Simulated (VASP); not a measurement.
Runs of VASP 6.6.1 on W. The structure is that of space group Im-3m (No. 229), or close to it. The cells are those of the table. 

```tsv
cell	further INCAR settings	gap on the mesh (eV)	pressure (GPa)
a = 2.743 Å, angles 109.1, 109.1, 110.3°, 1 atom	ALGO = Fast; EDIFF = 1e-06; NBANDS = 13	none	5.3
a = 2.731 Å, angles 111.1, 111.1, 106.2°, 1 atom	ALGO = Fast; EDIFF = 1e-06; NBANDS = 13	none	(a)
a = 2.744 Å, angles 110.3, 110.3, 107.8°, 1 atom	ALGO = Fast; EDIFF = 1e-06; NBANDS = 13	none	5.5
a = 2.758 Å, angles 110.7, 110.7, 107.0°, 1 atom	ALGO = Fast; EDIFF = 1e-06; NBANDS = 13	none	1.0
a = 2.730 Å, angles 108.7, 108.7, 111.1°, 1 atom	ALGO = Fast; EDIFF = 1e-07; NBANDS = 13	none	(b)
```

Alike in all rows: task single point; level PBE; potentials or basis VASP PAW PBE potentials, release 64 (W_sv); no spin polarisation; k mesh 26 × 26 × 26; cutoff (eV) 520; smearing gaussian 0.15 eV.

Question: Fill in the values left out.

Answer: (a) 11.4; (b) 10.6.

Caveats: spin-orbit coupling is left out, which moves the levels of the heavy elements.

A k mesh can miss the band edges, and the runs leave out spin-orbit coupling on W.

A gap of «none» marks levels without a gap at the run's occupations.
